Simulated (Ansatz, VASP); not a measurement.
MoH2 in VASP and in Ansatz

File INCAR:

```
SYSTEM = MoH2
PREC = Accurate
ENCUT = 520
EDIFF = 1E-7
ISMEAR = -1
SIGMA = 0.1
LREAL = .False.
LASPH = .True.
NELM = 80
ALGO = Normal
ISIF = 2
LWAVE = .False.
LCHARG = .False.
GGA = PE
NBANDS = 15
```

File KPOINTS:

```
Automatic mesh
0
Gamma
  13 13 13
  0 0 0
```

The input POSCAR:

```
MoH2
1.0
   -1.5886050000      1.5886050000      2.1229490000
    1.5886050000     -1.5886050000      2.1229490000
    1.5886050000      1.5886050000     -2.1229490000
H Mo
2 1
Direct
    0.7500000000      0.2500000000      0.5000000000
    0.2500000000      0.7500000000      0.5000000000
    0.0000000000      0.0000000000      0.0000000000
```

Input for Ansatz:

```yaml
crystal:
  lattice:
    - [-1.588605, 1.588605, 2.122949]
    - [1.588605, -1.588605, 2.122949]
    - [1.588605, 1.588605, -2.122949]
  atoms:
    - { symbol: H, position: [0.75, 0.25, 0.5] }
    - { symbol: H, position: [0.25, 0.75, 0.5] }
    - { symbol: Mo, position: [0.0, 0.0, 0.0] }
  symmetry: { tolerance: 0.0003 }
kpoints:
  mp_grid: { grid: [13, 13, 13], shift: [0, 0, 0] }
  band_path:
    path:
      - [0.0, 0.0, 0.0]
      - [0.0, 0.0, 0.5]
      - [0.25, 0.25, 0.25]
      - [0.0, 0.5, 0.0]
      - [0.0, 0.0, 0.0]
      - [0.5, 0.5, -0.5]
      - [0.38998862, 0.61001138, -0.38998862]
      - [-0.38998862, 0.38998862, 0.38998862]
      - [0.0, 0.0, 0.0]
      - [0.0, 0.0, 0.5]
      - [-0.27997724, 0.27997724, 0.5]
    npoints: 6
magnetization:
  spin_polarized: false
scf:
  occupations: { method: fermi_dirac }
  lower_state_search: "off"
  max_iter: 200
hamiltonian:
  pseudopotentials: { kind: paw }
  xc: pbe
basis:
  ecutwfc: 420
  fft_grid_basis: typed
output:
  forces: true
  stress: true
  eigenvalues: true
  bader: true
  populations: true
  elf: true
  write_potential: true
  volumetric_format: npy
  dos:
    e_range: [-12, 8]
    de: 0.05
    projected: { site_lists: { H: [H], Mo: [Mo] } }
checkpoint:
  read: saved_state
```

Alike in both runs: task single point; functional PBE; k mesh 13 × 13 × 13; no spin polarisation.

```csv
,VASP,Ansatz
version,VASP 6.6.1,Ansatz 0.2.0
potentials or method,"VASP PAW PBE potentials, release 64 (H, Mo_sv), cutoff 520 eV",PAW plane waves
occupations,"fermi-dirac, width 0.1 eV",fermi-dirac
valence electrons in the cell,16,16
```

Ansatz gave:

| Property | Result |
| --- | --- |
| pressure (GPa) | 0.5 |
| traceless stress, the component that is largest in VASP (GPa) | 6.48 |

Q: Which values does VASP return?

A: Pressure (GPa): 0.6; traceless stress, the component that is largest in VASP (GPa): 6.47.
